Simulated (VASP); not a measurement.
# Si (P6_3/mmc) in VASP: notebook, part 2 of 2

VASP 6.6.1.

## Step 3: Single point, r2SCAN (21.36 Å³/atom)

This run uses another cell than the first one, of 21.36 Å³/atom.

POSCAR reads:

```
Si
1.0
    3.9154915123      0.0000000000      0.0000000000
   -1.9577457562      3.3909151179      0.0000000000
    0.0000000000      0.0000000000     12.8712567169
Si
8
Direct
    0.0000000000      0.0000000000      0.0005516776
    0.3333333333      0.6666666667      0.2496687367
    0.0000000000      0.0000000000      0.5005516776
    0.6666666667      0.3333333333      0.7496687367
    0.0000000000      0.0000000000      0.1869483224
    0.3333333333      0.6666666667      0.4378312633
    0.0000000000      0.0000000000      0.6869483224
    0.6666666667      0.3333333333      0.9378312633
```

INCAR.step1 reads:

```
PREC = Accurate
ENCUT = 520
ISMEAR = 0
SIGMA = 0.01
LREAL = F
LASPH = T
NELM = 100
NBANDS = 26
GGA = PE
ALGO = Normal
EDIFF = 1E-4
LWAVE = T
LCHARG = F
```

INCAR.step2 reads:

```
PREC = Accurate
ENCUT = 520
EDIFF = 1E-6
ISMEAR = 0
SIGMA = 0.01
LREAL = F
LASPH = T
NELM = 100
ALGO = Normal
ISIF = 2
LWAVE = F
LCHARG = F
METAGGA = R2SCAN
LMIXTAU = T
NBANDS = 26
ISTART = 1
```

KPOINTS reads:

```
regular mesh
0
Gamma
  6 6 2
```

Potentials or basis: VASP PAW PBE potentials, release 64 (Si).

Run with:

```
cat potpaw_PBE.64/Si/POTCAR > POTCAR
cp INCAR.step1 INCAR
mpirun -np 1 vasp_std > vasp.out
cp INCAR.step2 INCAR
mpirun -np 1 vasp_std > vasp.out
```

OUTCAR:

```text
PREC = Accurate
   ENCUT = 520
   EDIFF = 1E-6
   ISMEAR = 0
   LREAL = F
   LASPH = T
   NELM = 100
   ISIF = 2
   METAGGA = R2SCAN
   ISTART = 1

 ion  position               nearest neighbor table
   1  0.000  0.000  0.001-   5 2.40   8 2.40   8 2.40   8 2.40
   2  0.333  0.667  0.250-   5 2.40   5 2.40   5 2.40   6 2.42
   3  0.000  0.000  0.501-   7 2.40   6 2.40   6 2.40   6 2.40
   4  0.667  0.333  0.750-   7 2.40   7 2.40   7 2.40   8 2.42
   5  0.000  0.000  0.187-   1 2.40   2 2.40   2 2.40   2 2.40
   6  0.333  0.667  0.438-   3 2.40   3 2.40   3 2.40   2 2.42
   7  0.000  0.000  0.687-   3 2.40   4 2.40   4 2.40   4 2.40
[... 609 lines left out ...]
  Total       -5.4372272     -5.4372272     -5.6688044      0.0000000      0.0000000      0.0000000
  in kB      -50.9757827    -50.9757827    -53.1468947      0.0000000      0.0000000      0.0000000
  external PRESSURE =     -51.6994867 kB  Pullay stress =       0.0000000 kB

 VOLUME and BASIS-vectors are now :
 -----------------------------------------------------------------------------
  energy-cutoff  :      520.00
  volume of cell :      170.89
      direct lattice vectors                 reciprocal lattice vectors
     3.915491512  0.000000000  0.000000000     0.255395778  0.147452821  0.000000000
    -1.957745756  3.390915118  0.000000000     0.000000000  0.294905642  0.000000000
     0.000000000  0.000000000 12.871256717     0.000000000  0.000000000  0.077692491

 POSITION                                       TOTAL-FORCE (eV/Angst)
 -----------------------------------------------------------------------------------
      0.00000      0.00000      0.00710        -0.000000     -0.000000     -0.011623
     -0.00000      2.26061      3.21355         0.000000     -0.000000     -0.023525
      0.00000      0.00000      6.44273        -0.000000      0.000000     -0.011623
      1.95775      1.13031      9.64918         0.000000      0.000000     -0.023525
      0.00000      0.00000      2.40626        -0.000000      0.000000      0.011623
     -0.00000      2.26061      5.63544        -0.000000     -0.000000      0.023525
      0.00000      0.00000      8.84189         0.000000     -0.000000      0.011623
      1.95775      1.13031     12.07107         0.000000      0.000000      0.023525
 -----------------------------------------------------------------------------------
    total drift:                                0.000000      0.000000     -0.000000

  FREE ENERGIE OF THE ION-ELECTRON SYSTEM (eV)
  ---------------------------------------------------
  free  energy   TOTEN  =       -69.9503659787 eV

  energy  without entropy=      -69.9503659787  energy(sigma->0) =      -69.95036598
```

Run time: 2.8 min. Hardware: 1 thread of Intel Xeon 6975P-C (Granite Rapids), shared host; peak memory 0.29 GiB.

What came out:

| Quantity | Value |
| --- | --- |
| Free energy | -69.9504 eV |
| Pressure | -5.2 GPa |
| Largest force | 0.024 eV/Å |
| Band gap on the k mesh | 0.88 eV (least direct gap 1.42 eV) |

Forces in eV/Å, atoms in the order of the input:
```
Si   0.000  0.000 -0.012
Si   0.000  0.000 -0.024
Si   0.000  0.000 -0.012
Si   0.000  0.000 -0.024
Si   0.000  0.000  0.012
Si   0.000  0.000  0.024
Si   0.000  0.000  0.012
Si   0.000  0.000  0.024
```

Caveat: the cell stands under tension; the PAW data sets were made with another functional, which shifts forces and pressure a little. A k mesh can miss the band edges.

## Step 4: Single point, PBE

This run uses another cell than the first one, of 20.15 Å³/atom.

INCAR reads:

```
ALGO = Normal
EDIFF = 1E-7
ENCUT = 520
GGA = PE
ISIF = 2
ISMEAR = 0
LASPH = T
LCHARG = T
LELF = T
LREAL = F
LVHAR = T
LWAVE = F
NBANDS = 26
NELM = 100
PREC = Accurate
SIGMA = 0.01
```

KPOINTS reads:

```
k-points
0
Gamma
  12 12 2
```

Edit POSCAR of step 3 so:

```diff
@@ -2,5 +2,5 @@
 1.0
-    3.9154915123      0.0000000000      0.0000000000
-   -1.9577457562      3.3909151179      0.0000000000
-    0.0000000000      0.0000000000     12.8712567169
+    3.8401748450      0.0000000000      0.0000000000
+   -1.9200874225      3.3256889707      0.0000000000
+    0.0000000000      0.0000000000     12.6236709012
 Si
```

Potentials or basis: VASP PAW PBE potentials, release 64 (Si).

Run with:

```
cat potpaw_PBE.64/Si/POTCAR > POTCAR
mpirun -np 1 vasp_std > vasp.out
```

OUTCAR:

```text
EDIFF = 1E-7
   ENCUT = 520
   GGA = PE
   ISIF = 2
   ISMEAR = 0
   LASPH = T
   LREAL = F
   NELM = 100
   PREC = Accurate

 ion  position               nearest neighbor table
   1  0.000  0.000  0.001-   5 2.35   8 2.35   8 2.35   8 2.35
   2  0.333  0.667  0.250-   5 2.35   5 2.35   5 2.35   6 2.38
   3  0.000  0.000  0.501-   7 2.35   6 2.35   6 2.35   6 2.35
   4  0.667  0.333  0.750-   7 2.35   7 2.35   7 2.35   8 2.38
   5  0.000  0.000  0.187-   1 2.35   2 2.35   2 2.35   2 2.35
   6  0.333  0.667  0.438-   3 2.35   3 2.35   3 2.35   2 2.38
   7  0.000  0.000  0.687-   3 2.35   4 2.35   4 2.35   4 2.35
   8  0.667  0.333  0.938-   1 2.35   1 2.35   1 2.35   4 2.38

  LATTYP: Found a hexagonal cell.
 ALAT       =     3.8401748450
 C/A-ratio  =     3.2872646196

  Lattice vectors:

 A1 = (   3.8401748450,   0.0000000000,   0.0000000000)
 A2 = (  -1.9200874225,   3.3256889707,   0.0000000000)
 A3 = (   0.0000000000,   0.0000000000,  12.6236709012)

Analysis of symmetry for initial positions (statically):
=====================================================================
 Subroutine PRICEL returns:
 Original cell was already a primitive cell.

 Routine SETGRP: Setting up the symmetry group for a
 hexagonal supercell.

 Subroutine GETGRP returns: Found 24 space group operations
 (whereof  6 operations were pure point group operations)
 out of a pool of 24 trial point group operations.

The static configuration has the point symmetry C_3v.
 The point group associated with its full space group is D_6h.

Analysis of symmetry for dynamics (positions and initial velocities):
=====================================================================
 Subroutine PRICEL returns:
 Original cell was already a primitive cell.

 Routine SETGRP: Setting up the symmetry group for a
 hexagonal supercell.

 Subroutine GETGRP returns: Found 24 space group operations
 (whereof  6 operations were pure point group operations)
 out of a pool of 24 trial point group operations.

[... 138 lines left out ...]
   GGA     = PE    functional components
   LHFCALC =     F    Hartree Fock is set to
   AEXX    =    0.0000 exact exchange contribution
   IVDW    =     0    specifies the selected vdW correction
   LEPSILON=     F    determine dielectric tensor
   LRPA    =     F    only Hartree local field effects (RPA)
 non-spin polarized calculation
 Gauss-broadening in eV      SIGMA  =   0.01
  energy-cutoff  :      520.00
  volume of cell :      161.22
 maximum number of plane-waves:      4395
 NGX is ok and might be reduce to    30
   NGX = 15   NGY = 15   NGZ = 47

 number of electron      32.0000001 magnetization

 Free energy of the ion-electron system (eV)
  ---------------------------------------------------
  ext. energy  EPLUGINS =         0.00000000
  ---------------------------------------------------
  free energy    TOTEN  =       -43.36314700 eV

  energy without entropy =      -43.36314700  energy(sigma->0) =      -43.36314700

 E-fermi :   5.9207     XC(G=0):  -9.3825

 val. band max:        5.8738073465   @ k =   0.0000   0.0000   0.0000
 cond. band min:       6.4528361287   @ k =   0.5000   0.0000   0.0000
 fundamental gap:      0.5790287822
 Fermi energy:         5.9206535755

 k-point     1 :       0.0000    0.0000    0.0000
  band No.  band energies     occupation
      1      -6.1625      2.00000
      2      -5.3804      2.00000
      3      -5.3638      2.00000
      4      -3.8681      2.00000
      5      -1.1842      2.00000
      6       1.7968      2.00000
[... 685 lines left out ...]
     25       9.9187      0.00000
     26       9.9187      0.00000

 [... further k-points ...]

------------------------ aborting loop because EDIFF is reached ----------------------------------------

  FORCE on cell =-STRESS in cart. coord.  units (eV):
  Direction    XX          YY          ZZ          XY          YZ          ZX
  --------------------------------------------------------------------------------------
  -------------------------------------------------------------------------------------
  Total        1.2365529      1.2365529      1.1311887      0.0000000     -0.0000000      0.0000000
  in kB       12.2886735     12.2886735     11.2415801      0.0000000     -0.0000000      0.0000000
  external PRESSURE =      11.9396424 kB  Pullay stress =       0.0000000 kB

 VOLUME and BASIS-vectors are now :
 -----------------------------------------------------------------------------
  energy-cutoff  :      520.00
  volume of cell :      161.22
      direct lattice vectors                 reciprocal lattice vectors
     3.840174845  0.000000000  0.000000000     0.260404810  0.150344787  0.000000000
    -1.920087422  3.325688971  0.000000000     0.000000000  0.300689574  0.000000000
     0.000000000  0.000000000 12.623670901     0.000000000  0.000000000  0.079216260

 POSITION                                       TOTAL-FORCE (eV/Angst)
 -----------------------------------------------------------------------------------
      0.00000      0.00000      0.00696         0.000000     -0.000000     -0.006524
     -0.00000      2.21713      3.15174        -0.000000     -0.000000      0.005044
      0.00000      0.00000      6.31880        -0.000000      0.000000     -0.006524
      1.92009      1.10856      9.46357        -0.000000      0.000000      0.005044
      0.00000      0.00000      2.35997        -0.000000     -0.000000      0.006524
     -0.00000      2.21713      5.52704         0.000000      0.000000     -0.005044
      0.00000      0.00000      8.67181        -0.000000     -0.000000      0.006524
      1.92009      1.10856     11.83887         0.000000     -0.000000     -0.005044
 -----------------------------------------------------------------------------------
    total drift:                                0.000000      0.000000     -0.000000

  FREE ENERGIE OF THE ION-ELECTRON SYSTEM (eV)
  ---------------------------------------------------
  free  energy   TOTEN  =       -43.3631470014 eV

  energy  without entropy=      -43.3631470014  energy(sigma->0) =      -43.36314700
```

Wall time 2.1 min (1 thread of Intel Xeon 6975P-C (Granite Rapids), shared host); peak memory 0.32 GiB.

Results:

```yaml
Free_energy: -43.3631 eV
Pressure: 1.2 GPa
Largest_force: 0.007 eV/Å
Band_gap_on_the_k_mesh: 0.58 eV (least direct gap 1.28 eV)
```

Forces on the atoms (eV/Å):
```
Si   0.000  0.000 -0.007
Si   0.000  0.000  0.005
Si   0.000  0.000 -0.007
Si   0.000  0.000  0.005
Si   0.000  0.000  0.007
Si   0.000  0.000 -0.005
Si   0.000  0.000  0.007
Si   0.000  0.000 -0.005
```

A k mesh can miss the band edges.

## Step 5: Overview

```tsv
level	cell	k mesh	gap on the mesh (eV)	pressure (GPa)	largest force (eV/Å)
r2SCAN	a = 3.878, b = 3.878, c = 12.749 Å, angles 90.0, 90.0, 120.0°, 8 atoms	6 × 6 × 2	0.83	-2.9	0.02
r2SCAN	a = 3.915, b = 3.915, c = 12.871 Å, angles 90.0, 90.0, 120.0°, 8 atoms	6 × 6 × 2	0.88	-5.2	0.02
PBE	a = 3.840, b = 3.840, c = 12.624 Å, angles 90.0, 90.0, 120.0°, 8 atoms	12 × 12 × 2	0.58	1.2	0.01
```

Alike in all rows: task single point; potentials or basis VASP PAW PBE potentials, release 64 (Si); no spin polarisation; cutoff (eV) 520; smearing gaussian 0.01 eV.

Caveats: the PAW data sets were made with another functional, which shifts forces and pressure a little (at least some runs); the cell stands under tension (at least some runs).

Absolute energies hang on the potentials; compare differences alone.
